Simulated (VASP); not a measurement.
Input of a VASP 6.6.1 run:

File INCAR:

```
SYSTEM = La
PREC = Accurate
ENCUT = 520
EDIFF = 1E-7
ISMEAR = -1
SIGMA = 0.08
LREAL = .FALSE.
LASPH = .TRUE.
NELM = 100
ALGO = Normal
ISIF = 2
LWAVE = .FALSE.
LCHARG = .FALSE.
GGA = CA
NBANDS = 12
```

The input KPOINTS:

```
regular mesh
0
G
  18 18 18
  0 0 0
```

POSCAR

```
La
1.0
   -1.5268564388      1.5268564388      1.5268564388
    1.5268564388     -1.5268564388      1.5268564388
    1.5268564388      1.5268564388     -1.5268564388
La
1
Direct
    0.0000000000      0.0000000000      0.0000000000
```

Potentials or basis: VASP PAW LDA potentials, release 64 (La).

The run is started by

```bash
$ cat potpaw_LDA.64/La/POTCAR > POTCAR
$ mpirun -np 1 vasp_std > vasp.out
```

(1) What does it give for the pressure?

(2) What does it give for the band gap on the k mesh?

## Answers

(1) 169.7 GPa.

(2) zero (an odd number of electrons rules out a gap without spin polarisation).

Caveat: the cell stands under pressure; spin-orbit coupling is left out, which moves the levels of the heavy elements.
